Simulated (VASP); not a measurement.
A run of VASP 6.6.1 is set up as follows.

INCAR

```
SYSTEM = Al3Pt
  PREC = Accurate
  ENCUT = 520
  EDIFF = 1E-6
  ISMEAR = 0
  SIGMA = 0.1
  LREAL = .False.
  LASPH = .True.
  NELM = 100
  ALGO = Normal
  ISIF = 2
  LWAVE = .False.
  LCHARG = .True.
  GGA = PE
  LELF = .True.
  LVHAR = .True.
  NBANDS = 18
```

The input KPOINTS:

```
regular mesh
0
Gamma
  12 12 12
  0 0 0
```

Contents of POSCAR:

```
Al3Pt
1.0
    0.0000000000      3.1442535350      3.1442535350
    3.1442535350      0.0000000000      3.1442535350
    3.1442535350      3.1442535350      0.0000000000
Al Pt
3 1
Direct
    0.5000000000      0.5000000000      0.5000000000
    0.7500000000      0.7500000000      0.7500000000
    0.2500000000      0.2500000000      0.2500000000
    0.0000000000      0.0000000000      0.0000000000
```

Potentials or basis: VASP PAW PBE potentials, release 64 (Al, Pt).

Command:

```console
$ cat potpaw_PBE.64/Al/POTCAR potpaw_PBE.64/Pt/POTCAR > POTCAR
$ mpirun -np 1 vasp_std > vasp.out
```

**Question.** What does it give for the pressure?

**Answer.** -0.1 GPa.
